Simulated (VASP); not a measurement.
Be: single point with r2SCAN

Be:

```
CELL_PARAMETERS angstrom
3.72167 0.00000 0.00000
-1.86083 3.22306 0.00000
0.00000 0.00000 1.98643
ATOMIC_POSITIONS crystal
Be 0.33333 0.66667 0.00000
Be 0.66667 0.33333 0.00000
```

This isn't the form of Be at room conditions, which is hcp.

* Program: VASP 6.6.1
* Task: single point
* Functional: r2SCAN
* Potentials or basis: VASP PAW PBE potentials, release 64 (Be)
* Cutoff: 520 eV
* k mesh: 18 × 18 × 28
* Occupations: gaussian, width 0.1 eV
* Spin: no spin polarisation
* Dipole correction: no
* Further INCAR settings: ALGO = Normal; EDIFF = 1e-07; NBANDS = 9

```
Pressure               : 0.1 GPa
Band gap on the k mesh : zero (bands 2 and 3 overlap by 8.82 eV)
```

Levels at points of the mesh, in eV from the Fermi level:
```
           k point  band 1  band 2  band 3  band 4  band 5  band 6  band 7
(0.00, 0.00, 0.00)   -8.63    0.57    0.57    5.37    5.37    6.56   11.24
(0.50, 0.00, 0.00)   -6.03   -5.25   -1.30    4.15   12.56   13.53   14.14
(0.00, 0.00, 0.50)   -2.98    2.11    5.35    7.67    7.67   13.21   13.21
(0.50, 0.00, 0.50)   -0.86    1.27    3.80    4.41    6.10   11.52   11.98
```

It took 3.4 min on 1 thread of Intel(R) Xeon(R) Platinum 8488C (Sapphire Rapids), with other jobs on the host, peak memory 0.21 GiB.

Caveat: the PAW data sets were made with another functional, which shifts forces and pressure a little.
